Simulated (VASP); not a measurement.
# Ba (I4/mmm) in VASP: a series of runs

Ba is run at these levels: LDA; tasks: single point.

Everything below comes from runs of VASP 6.6.1. Logs are shortened: lines on timing, memory, paths and dates and some standing lists are left out, and cuts for length are marked.

**1. The cell of the first run**

Symmetry: I4/mmm, No. 139, tetragonal system. The conventional cell has a = 5.400 Å, b = 5.400 Å, c = 4.600 Å, α = 90.00°, β = 90.00°, γ = 90.00°. Ba (site symmetry 4/mmm) has 14 Ba at 4.46 to 5.40 Å within 5.8 Å.

**2. Single point, LDA (strain +0.080 along x and y, -0.080 along z)**

INCAR

```
SYSTEM = Ba
PREC = Accurate ; ENCUT = 520
EDIFF = 1E-6 ; ISMEAR = 0
SIGMA = 0.15 ; LREAL = .FALSE.
LASPH = .TRUE. ; NELM = 80
ALGO = Fast ; ISIF = 2
LWAVE = .FALSE. ; LCHARG = .FALSE.
NBANDS = 11
```

KPOINTS

```
Automatic mesh
0
G
  14 14 14
  0 0 0
```

POSCAR

```
Ba
1.0
   -2.7000000000      2.7000000000      2.3000000000
    2.7000000000     -2.7000000000      2.3000000000
    2.7000000000      2.7000000000     -2.3000000000
Ba
1
Direct
    0.0000000000      0.0000000000      0.0000000000
```

Potentials or basis: VASP PAW LDA potentials, release 64 (Ba_sv).

Launch:

```bash
cat potpaw_LDA.64/Ba_sv/POTCAR > POTCAR
mpirun -np 1 vasp_std > vasp.out
```

OUTCAR:

```text
SYSTEM = Ba
   PREC = Accurate
   ENCUT = 520
   EDIFF = 1E-6
   ISMEAR = 0
   LREAL = .FALSE.
   LASPH = .TRUE.
   NELM = 80
   ISIF = 2

 ion  position               nearest neighbor table
   1  0.000  0.000  0.000-

  LATTYP: Found a body centered tetragonal cell.
 ALAT       =     5.4000000000
 C/A-ratio  =     0.8518518519

  Lattice vectors:

 A1 = (  -2.7000000000,   2.7000000000,   2.3000000000)
 A2 = (   2.7000000000,  -2.7000000000,   2.3000000000)
 A3 = (   2.7000000000,   2.7000000000,  -2.3000000000)

Analysis of symmetry for initial positions (statically):
=====================================================================
 Subroutine PRICEL returns:
 Original cell was already a primitive cell.

 Routine SETGRP: Setting up the symmetry group for a
 body centered tetragonal supercell.

 Subroutine GETGRP returns: Found 16 space group operations
 (whereof 16 operations were pure point group operations)
 out of a pool of 16 trial point group operations.

The static configuration has the point symmetry D_4h.

Analysis of symmetry for dynamics (positions and initial velocities):
=====================================================================
 Subroutine PRICEL returns:
 Original cell was already a primitive cell.

 Routine SETGRP: Setting up the symmetry group for a
 body centered tetragonal supercell.

 Subroutine GETGRP returns: Found 16 space group operations
 (whereof 16 operations were pure point group operations)
 out of a pool of 16 trial point group operations.

The dynamic configuration has the point symmetry D_4h.

 Subroutine INISYM returns: Found 16 space group operations
 (whereof 16 operations are pure point group operations),
 and found     1 'primitive' translations

----------------------------------------------------------------------------------------

                                     Primitive cell

  volume of cell :      67.0680

  direct lattice vectors                    reciprocal lattice vectors
    -2.700000000  2.700000000  2.300000000     0.000000000  0.185185185  0.217391304
     2.700000000 -2.700000000  2.300000000     0.185185185  0.000000000  0.217391304
     2.700000000  2.700000000 -2.300000000     0.185185185  0.185185185  0.000000000

  length of vectors
     4.457577818  4.457577818  4.457577818     0.285574039  0.285574039  0.261891400

  position of ions in fractional coordinates (direct lattice)
     0.000000000  0.000000000  0.000000000

  ion indices of the primitive-cell ions
   primitive index   ion index
                 1           1

----------------------------------------------------------------------------------------

 KPOINTS: Automatic mesh

Automatic generation of k-mesh.
 Grid dimensions read from file:
 generate k-points for:   14   14   14

 Generating k-lattice:

  Cartesian coordinates                     Fractional coordinates (reciprocal lattice)
     0.000000000  0.013227513  0.015527950     0.071428571  0.000000000  0.000000000
     0.013227513  0.000000000  0.015527950     0.000000000  0.071428571  0.000000000
     0.013227513  0.013227513  0.000000000     0.000000000  0.000000000  0.071428571

  Length of vectors
     0.020398146  0.020398146  0.018706529

  Shift w.r.t. Gamma in fractional coordinates (k-lattice)
     0.000000000  0.000000000  0.000000000

 Subroutine IBZKPT returns following result:
 ===========================================

 Found    244 irreducible k-points:

 Following reciprocal coordinates:
            Coordinates               Weight
  0.000000  0.000000  0.000000      1.000000
  0.071429  0.000000  0.000000      8.000000
  0.142857 -0.000000  0.000000      8.000000
  0.214286  0.000000  0.000000      8.000000
  0.285714  0.000000  0.000000      8.000000
  0.357143  0.000000  0.000000      8.000000
[... 16 lines left out ...]
  0.214286  0.142857 -0.000000     16.000000
  0.285714  0.142857  0.000000     16.000000
 [... further k-points ...]
   k-points           NKPTS =    244   k-points in BZ     NKDIM =    244   number of bands    NBANDS=     11
   number of dos      NEDOS =    301   number of ions     NIONS =      1
   total plane-waves  NPLWV =  46656
   dimension x,y,z NGX =    36 NGY =   36 NGZ =   36
   dimension x,y,z NGXF=    72 NGYF=   72 NGZF=   72
   ions per type =               1
   NGX,Y,Z   is equivalent  to a cutoff of  13.43, 13.43, 13.43 a.u.
   NGXF,Y,Z  is equivalent  to a cutoff of  26.85, 26.85, 26.85 a.u.
 SYSTEM =  Ba
   PREC   = accura    normal or accurate (medium, high low for compatibility)
   ISTART =      0    job   : 0-new  1-cont  2-samecut
   ICHARG =      2    charge: 1-file 2-atom 10-const
   ISPIN  =      1    spin polarized calculation?
   LNONCOLLINEAR =      F non collinear calculations
   LSORBIT =      F    spin-orbit coupling
   LASPH  =      T    aspherical Exc in radial PAW
   ENCUT  =  520.0 eV  38.22 Ry    6.18 a.u.   8.29  8.29  8.29*2*pi/ulx,y,z
   NELM   =     80;   NELMIN=  2; NELMDL= -5     # of ELM steps
   EDIFF  = 0.1E-05   stopping-criterion for ELM
   LREAL  =      F    real-space projection
   EDIFFG = 0.1E-04   stopping-criterion for IOM
   NSW    =      0    number of steps for IOM
   IBRION =     -1    ionic relax: 0-MD 1-quasi-New 2-CG
   NFREE  =      0    steps in history (QN), initial steepest desc. (CG)
   ISIF   =      2    stress and relaxation
   ISYM   =      2    0-nonsym 1-usesym 2-fastsym
   POTIM  = 0.5000    time-step for ionic-motion
   TEBEG  =    0.0;   TEEND  =   0.0 temperature during run
   PSTRESS=    0.0 pullay stress
   NELECT =      10.0000    total number of electrons
   NUPDOWN=      -1.0000    fix difference up-down
   EMIN   =  10.00;   EMAX   =-10.00  energy-range for DOS
   EFERMI =   0.00;   METHOD = LEGACY
   ISMEAR =     0;   SIGMA  =   0.15  broadening in eV -4-tet -1-fermi 0-gaus
   EFERMI_NEDOS =   21; number of points for ismear=-14 and -15
   IALGO  =     68    algorithm
   IMIX   =      4    mixing-type and parameters
     AMIX     =   0.40;   BMIX     =  1.00
     AMIX_MAG =   1.60;   BMIX_MAG =  1.00
  volume/ion in A,a.u.               =      67.07       452.60
  Fermi-wavevector in a.u.,A,eV,Ry     =   0.868100  1.640471 10.253316  0.753597
  Thomas-Fermi vector in A             =   1.986730
   LORBIT       =      0    0 simple, 1 ext, 2 COOP (PROOUT), +10 PAW based schemes
   GGA     = CA    functional components
   LHFCALC =     F    Hartree Fock is set to
   AEXX    =    0.0000 exact exchange contribution
   IVDW    =     0    specifies the selected vdW correction
   LEPSILON=     F    determine dielectric tensor
   LRPA    =     F    only Hartree local field effects (RPA)
 non-spin polarized calculation
 RMM-DIIS sequential band-by-band and
 Gauss-broadening in eV      SIGMA  =   0.15
  energy-cutoff  :      520.00
  volume of cell :       67.07
 maximum number of plane-waves:      1834
 NGX is ok and might be reduce to    36
   NGX = 17   NGY = 17   NGZ = 17

 number of electron      10.0000000 magnetization

 Free energy of the ion-electron system (eV)
  ---------------------------------------------------
  ext. energy  EPLUGINS =         0.00000000
  ---------------------------------------------------
  free energy    TOTEN  =        -2.16541897 eV

  energy without entropy =       -2.15191016  energy(sigma->0) =       -2.15866456

 E-fermi :   1.2575     XC(G=0):  -7.4132

 val. band max:        1.2478860503   @ k =  -0.2857  -0.3571   0.2143
 cond. band min:       1.2630548525   @ k =   0.3571   0.2143   0.1429
 fundamental gap:      0.0151688023
 Fermi energy:         1.2574614309

 k-point     1 :       0.0000    0.0000    0.0000
  band No.  band energies     occupation
      1     -27.7055      2.00000
      2     -12.7045      2.00000
      3     -12.7045      2.00000
      4     -12.6823      2.00000
      5      -1.4858      2.00000
      6       2.3601      0.00000
      7       3.3418      0.00000
      8       3.3418      0.00000
      9       3.5099      0.00000
     10       4.8640      0.00000
     11       7.7044      0.00000

 k-point     2 :       0.0714    0.0000    0.0000
  band No.  band energies     occupation
      1     -27.7036      2.00000
      2     -12.7171      2.00000
      3     -12.7109      2.00000
      4     -12.6928      2.00000
      5      -1.3889      2.00000
      6       2.3831      0.00000
      7       3.2515      0.00000
      8       3.3066      0.00000
      9       3.5477      0.00000
     10       4.7450      0.00000
     11       7.9242      0.00000

 k-point     3 :       0.1429   -0.0000    0.0000
  band No.  band energies     occupation
      1     -27.6984      2.00000
      2     -12.7711      2.00000
      3     -12.7288      2.00000
      4     -12.7028      2.00000
      5      -1.1109      2.00000
      6       2.3684      0.00000
      7       2.9600      0.00000
      8       3.3353      0.00000
      9       3.7183      0.00000
     10       4.5337      0.00000
     11       8.4168      0.00000

 k-point     4 :       0.2143    0.0000    0.0000
  band No.  band energies     occupation
      1     -27.6910      2.00000
      2     -12.8523      2.00000
      3     -12.7544      2.00000
      4     -12.7118      2.00000
      5      -0.6930      2.00000
      6       2.2076      0.00000
      7       2.5930      0.00000
      8       3.6255      0.00000
      9       4.0071      0.00000
     10       4.3787      0.00000
     11       8.2473      0.00000

 k-point     5 :       0.2857    0.0000    0.0000
  band No.  band energies     occupation
      1     -27.6826      2.00000
      2     -12.9405      2.00000
      3     -12.7826      2.00000
      4     -12.7210      2.00000
      5      -0.2179      2.00000
      6       1.9817      0.00000
      7       2.3124      0.00000
      8       4.1523      0.00000
      9       4.2793      0.00000
     10       4.4043      0.00000
     11       7.6830      0.00000
[... 211 lines left out ...]
 k-point    21 :      -0.0714    0.0714    0.0000
  band No.  band energies     occupation
      1     -27.7040      2.00000
      2     -12.7244      2.00000
      3     -12.7035      2.00000
      4     -12.6868      2.00000
      5      -1.4058      2.00000
      6       2.3596      0.00000
      7       3.2954      0.00000
      8       3.4227      0.00000
      9       3.4258      0.00000
     10       4.8108      0.00000
     11       7.8219      0.00000

 k-point    22 :       0.1429    0.1429    0.0000
  band No.  band energies     occupation
      1     -27.6861      2.00000
      2     -12.9016      2.00000
      3     -12.7494      2.00000
      4     -12.7417      2.00000
      5      -0.4109      2.00000
      6       2.1349      0.00000
      7       2.3907      0.00000
      8       3.7170      0.00000
      9       4.0553      0.00000
     10       4.4859      0.00000
     11       8.6820      0.00000

 k-point    23 :       0.2143    0.1429   -0.0000
  band No.  band energies     occupation
      1     -27.6785      2.00000
      2     -12.9721      2.00000
      3     -12.7811      2.00000
      4     -12.7519      2.00000
      5       0.0522      2.00000
      6       1.9762      0.00000
      7       2.1035      0.00000
      8       3.9557      0.00000
      9       4.2621      0.00000
     10       4.9667      0.00000
     11       8.2958      0.00000

 k-point    24 :       0.2857    0.1429    0.0000
  band No.  band energies     occupation
      1     -27.6721      2.00000
      2     -13.0278      2.00000
      3     -12.8144      2.00000
      4     -12.7576      2.00000
      5       0.4333      2.00000
      6       1.7780      0.00000
      7       2.0849      0.00000
      8       3.9613      0.00000
      9       4.9371      0.00000
     10       5.3990      0.00000
     11       7.6060      0.00000

 [... further k-points ...]
[... 5 lines left out ...]
  --------------------------------------------------------------------------------------
  -------------------------------------------------------------------------------------
  Total       -0.7783040     -0.7783040     -0.4041078      0.0000000     -0.0000000      0.0000000
  in kB      -18.5927857    -18.5927857     -9.6536705      0.0000000     -0.0000000      0.0000000
  external PRESSURE =     -15.6130806 kB  Pullay stress =       0.0000000 kB

 VOLUME and BASIS-vectors are now :
 -----------------------------------------------------------------------------
  energy-cutoff  :      520.00
  volume of cell :       67.07
      direct lattice vectors                 reciprocal lattice vectors
    -2.700000000  2.700000000  2.300000000     0.000000000  0.185185185  0.217391304
     2.700000000 -2.700000000  2.300000000     0.185185185  0.000000000  0.217391304
     2.700000000  2.700000000 -2.300000000     0.185185185  0.185185185  0.000000000

 POSITION                                       TOTAL-FORCE (eV/Angst)
 -----------------------------------------------------------------------------------
      0.00000      0.00000      0.00000        -0.000000     -0.000000     -0.000000
 -----------------------------------------------------------------------------------
    total drift:                               -0.000000      0.000000      0.000000

  FREE ENERGIE OF THE ION-ELECTRON SYSTEM (eV)
  ---------------------------------------------------
  free  energy   TOTEN  =        -2.1654189722 eV

  energy  without entropy=       -2.1519101553  energy(sigma->0) =       -2.15866456
```

Wall time 59 s (1 thread of Intel Xeon 6975P-C (Granite Rapids), shared host); peak memory 0.3 GiB.

What came out:

* Free energy: -2.1654 eV
* Pressure: -1.6 GPa
* Band gap on the k mesh: zero (band 5 reaches 1.57 eV, above the bottom of band 6 at 0.85 eV)

Levels at points of the mesh, in eV from the Fermi level:
| k point | band 1 | band 2 | band 3 | band 4 | band 5 | band 6 | band 7 | band 8 | band 9 | band 10 |
| --- | --- | --- | --- | --- | --- | --- | --- | --- | --- | --- |
| (0.00, 0.00, 0.00) | -28.96 | -13.96 | -13.96 | -13.94 | -2.74 | 1.10 | 2.08 | 2.08 | 2.25 | 3.61 |
| (0.50, 0.00, 0.00) | -28.93 | -14.35 | -14.09 | -13.99 | -0.85 | 0.35 | 1.33 | 2.89 | 4.24 | 4.70 |
| (0.50, 0.50, 0.00) | -28.93 | -14.34 | -14.03 | -13.94 | -1.01 | 0.83 | 1.34 | 2.14 | 3.08 | 4.69 |
| (0.50, 0.50, 0.50) | -28.91 | -14.26 | -14.26 | -14.12 | -0.57 | -0.40 | 3.48 | 3.48 | 4.32 | 4.32 |

Caveat: the cell differs from its parent crystal (strain +0.080 along x and y, -0.080 along z); spin-orbit coupling is left out, which moves the levels of the heavy elements.

**3. Single point, LDA (strain +0.000 along x and y, +0.080 along z)**

INCAR

```
ALGO = Fast ; EDIFF = 1E-6
ENCUT = 520 ; ISIF = 2
ISMEAR = 0 ; LASPH = T
LCHARG = F ; LREAL = F
LWAVE = F ; NBANDS = 11
NELM = 100 ; PREC = Accurate
SIGMA = 0.15
```

KPOINTS

```
k-points
0
Gamma
  14 14 14
```

POSCAR

```
Ba
1.0
   -2.5000000000      2.5000000000      2.7000000000
    2.5000000000     -2.5000000000      2.7000000000
    2.5000000000      2.5000000000     -2.7000000000
Ba
1
Direct
    0.0000000000      0.0000000000      0.0000000000
```

Potentials or basis: VASP PAW LDA potentials, release 64 (Ba_sv).

Launch:

```bash
cat potpaw_LDA.64/Ba_sv/POTCAR > POTCAR
mpirun -np 1 vasp_std > vasp.out
```

Wall time 58 s (1 thread of Intel Xeon 6975P-C (Granite Rapids), shared host); peak memory 0.31 GiB.

It converged, with:

| Quantity | Value |
| --- | --- |
| Free energy | -2.1758 eV |
| Pressure | -1.6 GPa |
| Band gap on the k mesh | zero (band 5 reaches 1.58 eV, above the bottom of band 6 at 0.83 eV) |

Stress tensor (GPa, compression positive):
```
-1.58  0.00  0.00
 0.00 -1.58  0.00
 0.00  0.00 -1.74
```

Levels at points of the mesh, in eV from the Fermi level:
```
           k point  band 3  band 4  band 5  band 6  band 7  band 8
(0.00, 0.00, 0.00)  -13.95  -13.95   -2.72    1.55    1.55    1.96
(0.50, 0.00, 0.00)  -14.06  -13.95   -0.90    0.79    1.06    2.63
(0.50, 0.50, 0.00)  -14.09  -13.97   -0.84    0.36    1.27    3.31
(0.50, 0.50, 0.50)  -14.19  -14.19   -0.51   -0.39    3.49    4.30
```

Caveat: the cell differs from its parent crystal (strain +0.000 along x and y, +0.080 along z); spin-orbit coupling is left out, which moves the levels of the heavy elements.

**4. Single point, LDA (strain +0.080 along x and y, -0.040 along z)**

INCAR

```
SYSTEM = Ba
  PREC = Accurate
  ENCUT = 520
  EDIFF = 1E-7
  ISMEAR = 0
  SIGMA = 0.15
  LREAL = .FALSE.
  LASPH = .TRUE.
  NELM = 100
  ALGO = Fast
  ISIF = 2
  LWAVE = .FALSE.
  LCHARG = .FALSE.
  NBANDS = 11
```

KPOINTS

```
regular mesh
0
G
  14 14 14
  0 0 0
```

POSCAR

```
Ba
1.0
   -2.7000000000      2.7000000000      2.4000000000
    2.7000000000     -2.7000000000      2.4000000000
    2.7000000000      2.7000000000     -2.4000000000
Ba
1
Direct
    0.0000000000      0.0000000000      0.0000000000
```

Launch:

```bash
cat potpaw_LDA.64/Ba_sv/POTCAR > POTCAR
mpirun -np 1 vasp_std > vasp.out
```

Run time: 66 s. Hardware: 1 thread of Intel Xeon 6975P-C (Granite Rapids), shared host; peak memory 0.31 GiB.

It converged, with:

```
Free energy            : -2.1432 eV
Pressure               : -1.8 GPa
Band gap on the k mesh : zero (band 5 reaches 1.47 eV, above the bottom of band 6 at 0.76 eV)
```

Stress tensor (GPa, compression positive):
```
-1.96  0.00  0.00
 0.00 -1.96  0.00
 0.00  0.00 -1.45
```

Levels at points of the mesh, in eV from the Fermi level:
| k point | band 1 | band 2 | band 3 | band 4 | band 5 | band 6 | band 7 | band 8 | band 9 | band 10 |
| --- | --- | --- | --- | --- | --- | --- | --- | --- | --- | --- |
| (0.00, 0.00, 0.00) | -29.03 | -14.05 | -14.05 | -14.03 | -2.71 | 1.21 | 1.89 | 1.89 | 2.40 | 3.34 |
| (0.50, 0.00, 0.00) | -29.00 | -14.38 | -14.16 | -14.06 | -0.83 | 0.43 | 1.15 | 2.83 | 3.84 | 4.57 |
| (0.50, 0.50, 0.00) | -29.01 | -14.38 | -14.12 | -14.03 | -0.96 | 0.81 | 1.11 | 2.27 | 3.07 | 4.51 |
| (0.50, 0.50, 0.50) | -28.99 | -14.30 | -14.30 | -14.22 | -0.49 | -0.36 | 3.45 | 3.45 | 4.14 | 4.14 |

Caveat: the cell differs from its parent crystal (strain +0.080 along x and y, -0.040 along z); spin-orbit coupling is left out, which moves the levels of the heavy elements.

**5. Single point, LDA (strain +0.080 along x and y, +0.000 along z)**

INCAR

```
ALGO = Fast
EDIFF = 1E-6
ENCUT = 520
ISIF = 2
ISMEAR = 0
LASPH = T
LCHARG = F
LREAL = F
LWAVE = F
NBANDS = 11
NELM = 80
PREC = Accurate
SIGMA = 0.15
```

KPOINTS

```
k-points
0
Gamma
  14 14 14
```

POSCAR

```
Ba
1.0
   -2.7000000000      2.7000000000      2.5000000000
    2.7000000000     -2.7000000000      2.5000000000
    2.7000000000      2.7000000000     -2.5000000000
Ba
1
Direct
    0.0000000000      0.0000000000      0.0000000000
```

Launch:

```bash
cat potpaw_LDA.64/Ba_sv/POTCAR > POTCAR
mpirun -np 1 vasp_std > vasp.out
```

It took 74 s on 1 thread of Intel Xeon 6975P-C (Granite Rapids), shared host; peak memory 0.32 GiB.

The run converged. Its results:

| Item | Value |
| --- | --- |
| Free energy | -2.1133 eV |
| Pressure | -2.0 GPa |
| Band gap on the k mesh | zero (band 5 reaches 1.36 eV, above the bottom of band 6 at 0.67 eV) |

Stress tensor (GPa, compression positive):
```
-2.06  0.00  0.00
 0.00 -2.06  0.00
 0.00  0.00 -1.80
```

Levels at points of the mesh, in eV from the Fermi level:
```
           k point  band 3  band 4  band 5  band 6  band 7  band 8
(0.00, 0.00, 0.00)  -14.13  -14.13   -2.68    1.31    1.72    1.72
(0.50, 0.00, 0.00)  -14.23  -14.14   -0.82    0.49    1.00    2.75
(0.50, 0.50, 0.00)  -14.21  -14.12   -0.91    0.80    0.92    2.37
(0.50, 0.50, 0.50)  -14.35  -14.30   -0.42   -0.33    3.42    3.42
```

Caveat: the cell differs from its parent crystal (strain +0.080 along x and y, +0.000 along z); spin-orbit coupling is left out, which moves the levels of the heavy elements.

**6. Summary**

```csv
cell,further INCAR settings,gap on the mesh (eV),pressure (GPa)
"a = 4.458 Å, angles 105.4, 105.4, 117.9°, 1 atom",ALGO = Fast; EDIFF = 1e-06; NBANDS = 11,none,-1.6
"a = 4.449 Å, angles 111.6, 111.6, 105.3°, 1 atom",ALGO = Fast; EDIFF = 1e-06; NBANDS = 11,none,-1.6
"a = 4.510 Å, angles 106.5, 106.5, 115.7°, 1 atom",ALGO = Fast; EDIFF = 1e-07; NBANDS = 11,none,-1.8
"a = 4.564 Å, angles 107.5, 107.5, 113.6°, 1 atom",ALGO = Fast; EDIFF = 1e-06; NBANDS = 11,none,-2.0
```

Alike in all rows: task single point; level LDA; potentials or basis VASP PAW LDA potentials, release 64 (Ba_sv); no spin polarisation; k mesh 14 × 14 × 14; cutoff (eV) 520; smearing gaussian 0.15 eV.

Caveats: spin-orbit coupling is left out, which moves the levels of the heavy elements.

Absolute energies hang on the potentials; compare differences alone.
